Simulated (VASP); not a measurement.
# Zr in VASP: settings compared, part 2 of 2

VASP 6.6.1.

**5. Relaxation of shape and atoms at fixed volume, PBE (24.10 Å³/atom)**

This run uses another cell than the first one, of 24.10 Å³/atom.

INCAR

```
SYSTEM = Zr
ALGO     = Fast           ! electronic algorithm
EDIFF    = 1E-6           ! SCF threshold, eV
EDIFFG   = -0.01          ! ionic threshold
ENCUT    = 600            ! plane-wave cutoff, eV
GGA      = PE             ! functional
IBRION   = 2              ! ionic algorithm
ISIF     = 4              ! what is computed and relaxed
ISMEAR   = 0              ! smearing method
LASPH    = .True.         ! aspherical terms in the spheres
LCHARG   = .False.        ! write CHGCAR
LREAL    = .False.        ! projectors in reciprocal space
LWAVE    = .False.        ! write WAVECAR
NELM     = 60             ! most SCF steps
NSW      = 50             ! ionic steps
PREC     = Accurate       ! precision mode
SIGMA    = 0.1            ! smearing width, eV
```

KPOINTS

```
k-points
0
Gamma
  18 18 8
  0 0 0
```

POSCAR

```
Zr
1.0
    3.2656443498      0.0000000000      0.0000000000
   -1.6328221749      2.8281309666      0.0000000000
    0.0000000000      0.0000000000      5.2186605705
Zr
2
Direct
    0.3333333333      0.6666666667      0.2500000000
    0.6666666667      0.3333333333      0.7500000000
```

Potentials or basis: VASP PAW PBE potentials, release 64 (Zr_sv).

Launch:

```console
> cat potpaw_PBE.64/Zr_sv/POTCAR > POTCAR
> mpirun -np 1 vasp_std > vasp.out
```

OUTCAR:

```text
SYSTEM = Zr
   EDIFF = 1E-6
   EDIFFG = -0.01
   ENCUT = 600
   GGA = PE
   IBRION = 2
   ISIF = 4
   ISMEAR = 0
   LASPH = .True.
   LREAL = .False.
   NELM = 60
   NSW = 50
   PREC = Accurate

 ion  position               nearest neighbor table
   1  0.333  0.667  0.250-   2 3.22   2 3.22   2 3.22   2 3.22   2 3.22   2 3.22
   2  0.667  0.333  0.750-   1 3.22   1 3.22   1 3.22   1 3.22   1 3.22   1 3.22

  LATTYP: Found a hexagonal cell.
[... 700 lines left out ...]

  FORCE on cell =-STRESS in cart. coord.  units (eV):
  Direction    XX          YY          ZZ          XY          YZ          ZX
  --------------------------------------------------------------------------------------
  -------------------------------------------------------------------------------------
  Total       -0.7848916     -0.7848916     -0.8028103      0.0000000      0.0000000      0.0000000
  in kB      -26.0911242    -26.0911242    -26.6867735      0.0000000      0.0000000      0.0000000
  external PRESSURE =     -26.2896740 kB  Pullay stress =       0.0000000 kB

 VOLUME and BASIS-vectors are now :
 -----------------------------------------------------------------------------
  energy-cutoff  :      600.00
  volume of cell :       48.20
      direct lattice vectors                 reciprocal lattice vectors
     3.267017363  0.000000000  0.000000000     0.306089588  0.176720906  0.000000000
    -1.633508681  2.829320031  0.000000000     0.000000000  0.353441813  0.000000000
     0.000000000 -0.000000000  5.214275052     0.000000000  0.000000000  0.191781214

 POSITION                                       TOTAL-FORCE (eV/Angst)
 -----------------------------------------------------------------------------------
     -0.00000      1.88621      1.30357        -0.000000     -0.000000      0.000000
      1.63351      0.94311      3.91071         0.000000      0.000000      0.000000
 -----------------------------------------------------------------------------------
    total drift:                               -0.000000      0.000000     -0.000000

  FREE ENERGIE OF THE ION-ELECTRON SYSTEM (eV)
  ---------------------------------------------------
  free  energy   TOTEN  =       -17.0348428274 eV

  energy  without entropy=      -17.0251539084  energy(sigma->0) =      -17.02999837

 reached required accuracy - stopping structural energy minimisation
```

OSZICAR:

```text
N       E                     dE             d eps       ncg     rms          rms(c)
DAV:   1     0.235733592656E+03    0.23573E+03   -0.14522E+04  5920   0.165E+03
DAV:   2    -0.233110105922E+01   -0.23806E+03   -0.23585E+03  7432   0.433E+02
DAV:   3    -0.174866941872E+02   -0.15156E+02   -0.14980E+02 11264   0.837E+01
DAV:   4    -0.177851035716E+02   -0.29841E+00   -0.29837E+00  6432   0.130E+01
[... 17 lines left out ...]
DAV:   1    -0.170350189241E+02   -0.20732E-03   -0.11269E-02  7624   0.992E-01    0.752E-02
RMM:   2    -0.170348769532E+02    0.14197E-03   -0.18525E-04  6429   0.127E-01    0.363E-02
RMM:   3    -0.170348393491E+02    0.37604E-04   -0.13530E-04  6702   0.907E-02    0.563E-03
RMM:   4    -0.170348419846E+02   -0.26355E-05   -0.29812E-05  6924   0.311E-02    0.255E-03
RMM:   5    -0.170348428274E+02   -0.84279E-06   -0.79716E-06  5234   0.137E-02
   2 F= -.17034843E+02 E0= -.17029998E+02  d E =-.304454E-04
```

CONTCAR:

```text
Zr
   1.00000000000000
     3.2670173626436996    0.0000000000000000    0.0000000000000000
    -1.6335086813218498    2.8293200306042854    0.0000000000000000
     0.0000000000000000   -0.0000000000000000    5.2142750521257728
  Zr
     2
Direct
     0.3333333332999970    0.6666666667000030    0.2500000000000000
     0.6666666667000030    0.3333333332999970    0.7500000000000000

  0.00000000E+00  0.00000000E+00  0.00000000E+00
  0.00000000E+00  0.00000000E+00  0.00000000E+00
```

Run time: 3 min. Hardware: 1 thread of Intel Xeon Platinum 8488C (Sapphire Rapids), shared host; peak memory 0.29 GiB.

Results:

| Property | Result |
| --- | --- |
| Free energy | -17.0348 eV |
| Energy gained by relaxing | 0.0 meV/atom |
| Ionic steps | 2 |
| Pressure after relaxing | -2.6 GPa |
| Band gap on the k mesh | zero (bands 12 and 13 overlap by 1.11 eV) |

Final structure:
```
Zr
1.0
     3.26702    0.00000    0.00000
    -1.63351    2.82932    0.00000
     0.00000    0.00000    5.21428
Zr
2
Cartesian
  0.0000 1.8862 1.3036
  1.6335 0.9431 3.9107
```

Levels at points of the mesh, in eV from the Fermi level:
| k point | band 9 | band 10 | band 11 | band 12 | band 13 | band 14 | band 15 | band 16 |
| --- | --- | --- | --- | --- | --- | --- | --- | --- |
| (0.00, 0.00, 0.00) | -5.60 | -2.95 | 0.85 | 0.85 | 0.97 | 1.02 | 1.51 | 1.51 |
| (0.50, 0.00, 0.00) | -2.47 | -2.45 | -2.05 | -0.28 | 0.55 | 0.73 | 1.38 | 4.70 |
| (0.00, 0.00, 0.50) | -3.94 | -3.94 | 0.03 | 0.03 | 0.76 | 0.76 | 0.76 | 0.76 |
| (0.50, 0.00, 0.50) | -2.77 | -2.77 | -1.01 | -1.01 | 1.50 | 1.50 | 2.14 | 2.14 |

**6. Relaxation of shape and atoms at fixed volume, PBE (24.80 Å³/atom)**

This run uses another cell than the first one, of 24.80 Å³/atom.

INCAR

```
PREC = Accurate
ENCUT = 600
EDIFF = 1E-7
ISMEAR = 0
SIGMA = 0.1
LREAL = False
LASPH = True
NELM = 100
ALGO = Fast
ISIF = 4
LWAVE = False
LCHARG = False
GGA = PE
IBRION = 2
NSW = 50
EDIFFG = -0.01
```

KPOINTS

```
regular mesh
0
Gamma
  18 18 8
```

POSCAR

```
Zr
1.0
    3.2990891464      0.0000000000      0.0000000000
   -1.6495445732      2.8570950101      0.0000000000
    0.0000000000      0.0000000000      5.2623212868
Zr
2
Direct
    0.3333333333      0.6666666667      0.2500000000
    0.6666666667      0.3333333333      0.7500000000
```

Potentials or basis: VASP PAW PBE potentials, release 64 (Zr_sv).

Launch:

```console
> cat potpaw_PBE.64/Zr_sv/POTCAR > POTCAR
> mpirun -np 1 vasp_std > vasp.out
```

Wall time 4.2 min (1 thread of Intel Xeon Platinum 8488C (Sapphire Rapids), shared host); peak memory 0.29 GiB.

The run converged. Its results:

```
Free energy               : -17.0019 eV
Energy gained by relaxing : 0.0 meV/atom
Ionic steps               : 2
Pressure after relaxing   : -5.0 GPa
Band gap on the k mesh    : zero (bands 12 and 13 overlap by 1.10 eV)
```

Final structure:
```
Zr
1.0
     3.30043    0.00000    0.00000
    -1.65021    2.85826    0.00000
     0.00000    0.00000    5.25805
Zr
2
Direct
  0.33333 0.66667 0.25000
  0.66667 0.33333 0.75000
```

Levels at points of the mesh, in eV from the Fermi level:
```tsv
k point	band 8	band 9	band 10	band 11	band 12	band 13	band 14	band 15	band 16
(0.00, 0.00, 0.00)	-26.57	-5.55	-2.88	0.84	0.84	0.94	0.97	1.47	1.47
(0.50, 0.00, 0.00)	-26.66	-2.43	-2.36	-1.97	-0.34	0.53	0.70	1.34	4.52
(0.00, 0.00, 0.50)	-26.63	-3.92	-3.92	0.04	0.04	0.75	0.75	0.75	0.75
(0.50, 0.00, 0.50)	-26.76	-2.70	-2.70	-0.96	-0.96	1.40	1.40	2.07	2.07
```

**7. Overview**

| task | level | cell | k mesh | cutoff (eV) | gap on the mesh (eV) | pressure (GPa) |
| --- | --- | --- | --- | --- | --- | --- |
| single point | PBE | a = 3.108, b = 3.108, c = 5.027 Å, angles 90.0, 90.0, 120.0°, 2 atoms, atomic positions A | 15 × 15 × 8 | 520 | none | 11.7 |
| single point | r2SCAN | a = 3.139, b = 3.139, c = 5.000 Å, angles 90.0, 90.0, 120.0°, 2 atoms, atomic positions A | 15 × 15 × 8 | 520 | none | 10.7 |
| single point | PBE | a = 3.317, b = 3.273, c = 5.201 Å, angles 91.1, 87.7, 120.4°, 2 atoms, atomic positions B | 14 × 14 × 8 | 520 | none | -3.5 |
| relaxation of shape and atoms at fixed volume | PBE | relaxed from a = 3.266, b = 3.266, c = 5.219 Å, angles 90.0, 90.0, 120.0°, 2 atoms, atomic positions A | 18 × 18 × 8 | 600 | none | -2.6 |
| relaxation of shape and atoms at fixed volume | PBE | relaxed from a = 3.299, b = 3.299, c = 5.262 Å, angles 90.0, 90.0, 120.0°, 2 atoms, atomic positions A | 18 × 18 × 8 | 600 | none | -5.0 |

Alike in all rows: potentials or basis VASP PAW PBE potentials, release 64 (Zr_sv); no spin polarisation; smearing gaussian 0.1 eV.

Caveats: the cell stands under pressure (at least some runs); the PAW data sets were made with another functional, which shifts forces and pressure a little (at least some runs); the cell stands under tension (at least some runs).

Total energies depend on the potentials used, so only differences within one code and one set of settings carry meaning.
